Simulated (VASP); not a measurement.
Wanted: the native input for a VASP 6.6.1 run.

```
Task                   : single point
Functional             : PBE
Potentials or basis    : VASP PAW PBE potentials, release 64 (Au, C)
Cutoff                 : 520 eV
k mesh                 : 9 × 9 × 1
Occupations            : gaussian, width 0.1 eV
Spin                   : no spin polarisation
Dipole correction      : yes
Further INCAR settings : ALGO = Normal; EDIFF = 1e-06; NBANDS = 26
```

The structure of Au3C lies in POSCAR:

```
Au3C
1.0
    2.9402049748      0.0000000000      0.0000000000
   -1.4701024874      2.5462922005      0.0000000000
    0.0000000000      0.0000000000     21.8974947720
Au C
3 1
Direct
    0.6666666667      0.3333333333      0.1826692981
    0.3333333333      0.6666666667      0.2945190844
    0.0000000000      0.0000000000      0.4063247812
    0.5555555556     -0.5555555556      0.5282565377
```

The input as run:

INCAR

```
PREC = Accurate ; ENCUT = 520
EDIFF = 1E-6 ; ISMEAR = 0
SIGMA = 0.1 ; LREAL = F
LASPH = T ; NELM = 60
ALGO = Normal ; ISIF = 2
LWAVE = F ; LCHARG = T
LDIPOL = T ; IDIPOL = 3
DIPOL = 0.5 0.5 0.353 ; GGA = PE
LELF = T ; LVHAR = T
LVACPOTAV = T ; NBANDS = 26
```

KPOINTS

```
regular mesh
0
Gamma
  9 9 1
```

Potentials or basis: VASP PAW PBE potentials, release 64 (Au, C).

Launch:

```sh
$ cat potpaw_PBE.64/Au/POTCAR potpaw_PBE.64/C/POTCAR > POTCAR
$ mpirun -np 1 vasp_std > vasp.out
```

Results of the run:

```
Largest force : 1.034 eV/Å
```

Run time: 3.5 min on 1 thread of Oxide Virtual Turin-like Processor, on a shared host, peak memory 0.3 GiB.
